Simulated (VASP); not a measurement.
## GeW: single point with PBE

Crystal: GeW.

```
Ge W
1.0
     3.21195    0.00000    0.00000
    -1.60598    2.78163    0.00000
     0.00000    0.00000    3.60886
Ge W
1 1
Direct
  0.00000 0.00000 0.00000
  0.66667 0.33333 0.50000
```

| Property | Result |
| --- | --- |
| Program | VASP 6.6.1 |
| Task | single point |
| Functional | PBE |
| Potentials or basis | VASP PAW PBE potentials, release 64 (Ge_d, W_sv) |
| Cutoff | 520 eV |
| k mesh | 18 × 18 × 16 |
| Occupations | gaussian, width 0.1 eV |
| Spin | no spin polarisation |

The pressure is 0.3 GPa. The band gap on the k mesh is zero (band 14 reaches 9.99 eV, above the bottom of band 15 at 8.99 eV).

Levels at points of the mesh, in eV from the Fermi level:
```csv
k point,band 10,band 11,band 12,band 13,band 14,band 15,band 16,band 17,band 18,band 19
"(0.00, 0.00, 0.00)",-12.50,-3.57,-1.48,-1.48,-0.20,1.10,1.10,7.05,7.05,7.14
"(0.50, 0.00, 0.00)",-8.82,-6.12,-3.31,-2.81,0.47,1.70,3.02,3.80,5.88,6.36
"(0.00, 0.00, 0.50)",-10.05,-7.65,-0.68,-0.68,-0.36,-0.36,0.40,6.42,6.42,9.63
"(0.50, 0.00, 0.50)",-8.69,-4.86,-4.11,-2.19,-0.78,1.38,2.76,4.85,4.89,7.32
```

It took 58 s on 1 thread of Intel(R) Xeon(R) 6975P-C (Granite Rapids) (shared host), peak memory 0.32 GiB.

Caveat: spin-orbit coupling is left out, which moves the levels of the heavy elements.
